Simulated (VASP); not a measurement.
# LuH2: single point with r2SCAN

The system is LuH2.

```
Lu H
1.0
     0.00000    2.55511    2.55511
     2.55511    0.00000    2.55511
     2.55511    2.55511    0.00000
Lu H
1 2
Cartesian
  0.0000 0.0000 0.0000
  1.2776 1.2776 1.2776
  3.8327 3.8327 3.8327
```

| Property | Result |
| --- | --- |
| Program | VASP 6.6.1 |
| Task | single point |
| Functional | r2SCAN |
| Potentials or basis | VASP PAW PBE potentials, release 64 (Lu, H) |
| Cutoff | 520 eV |
| k mesh | 11 × 11 × 11 |
| Occupations | fermi-dirac, width 0.0244 eV |
| Spin | non-collinear spin, zero start, spin-orbit coupling |
| Starting moments | [[0.0, 0.0, 0.0], [0.0, 0.0, 0.0], [0.0, 0.0, 0.0]] μB |

| Property | Result |
| --- | --- |
| Pressure | -5.6 GPa |
| Net moment | 0.00 μB per cell |
| Valence electrons inside the program's atomic spheres | Lu 23.10; H 0.57 |

Moments on the atoms (μB; x, y, z):
```
Lu  0.00 0.00 0.00
H   0.00 0.00 0.00
H   0.00 0.00 0.00
```

Wall time 23 min on 1 thread of Intel(R) Xeon(R) Platinum 8124M CPU @ 3.00GHz (Skylake/Cascade Lake) (shared host), peak memory 0.36 GiB.

Caveat: the cell stands under tension; the PAW data sets were made with another functional, which shifts forces and pressure a little.
